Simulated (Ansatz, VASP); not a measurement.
One calculation of Sn, two programs

File POSCAR:

```
Sn
1.0
   -2.1788495921      2.1788495921      1.8946518192
    2.1788495921     -2.1788495921      1.8946518192
    2.1788495921      2.1788495921     -1.8946518192
Sn
1
Direct
    0.0000000000      0.0000000000      0.0000000000
```

File INCAR.step1:

```
PREC = Accurate
ENCUT = 520
ISMEAR = 0
SIGMA = 0.15
LREAL = False
LASPH = True
NELM = 80
NBANDS = 13
GGA = PE
ALGO = Normal
EDIFF = 1E-4
LWAVE = True
LCHARG = False
```

Contents of INCAR.step2:

```
PREC = Accurate
ENCUT = 520
EDIFF = 1E-6
ISMEAR = 0
SIGMA = 0.15
LREAL = False
LASPH = True
NELM = 80
ALGO = Normal
ISIF = 2
LWAVE = False
LCHARG = False
METAGGA = R2SCAN
LMIXTAU = True
NBANDS = 13
ISTART = 1
```

KPOINTS

```
Automatic mesh
0
Gamma
  18 18 18
```

Input for Ansatz:

```yaml
crystal:
  lattice:
    - [-2.1788495921, 2.1788495921, 1.8946518192]
    - [2.1788495921, -2.1788495921, 1.8946518192]
    - [2.1788495921, 2.1788495921, -1.8946518192]
  atoms:
    - { symbol: Sn, position: [0.0, 0.0, 0.0] }
basis:
  ecutwfc: 500
kpoints:
  mp_grid: { grid: [18, 18, 18] }
hamiltonian:
  xc: r2scan
scf:
  occupations: { method: gaussian, width: 0.15 }
output:
  forces: true
  stress: true
  eigenvalues: true
  write_density: true
  write_potential: true
  elf: true
  volumetric_format: npy
```

Change from the starting cell: strain +0.1500 x Voigt [1, 1, 0, 0, 0, 0], atoms carried along.

Alike in both runs: task single point; functional r2SCAN; k mesh 18 × 18 × 18; occupations gaussian, width 0.15 eV; no spin polarisation.

```csv
,VASP,Ansatz
version,VASP 6.6.1,Ansatz 0.2.0
potentials or method,"VASP PAW PBE potentials, release 64 (Sn_d), cutoff 520 eV","scalar-relativistic, plane waves, PAW"
valence electrons in the cell,14,14
```

```tsv
	VASP	Ansatz	Ansatz less VASP
gap on the k mesh at the Fermi level (eV)	none	none	-
pressure (GPa)	-7.6	-7.6	+0.06
traceless stress, the component that is largest in VASP (GPa)	-0.79	-0.79	0.000
```

VASP's potentials were made for PBE, not for r2SCAN. A gap of «none» marks a metal or a gap that the smearing closes.
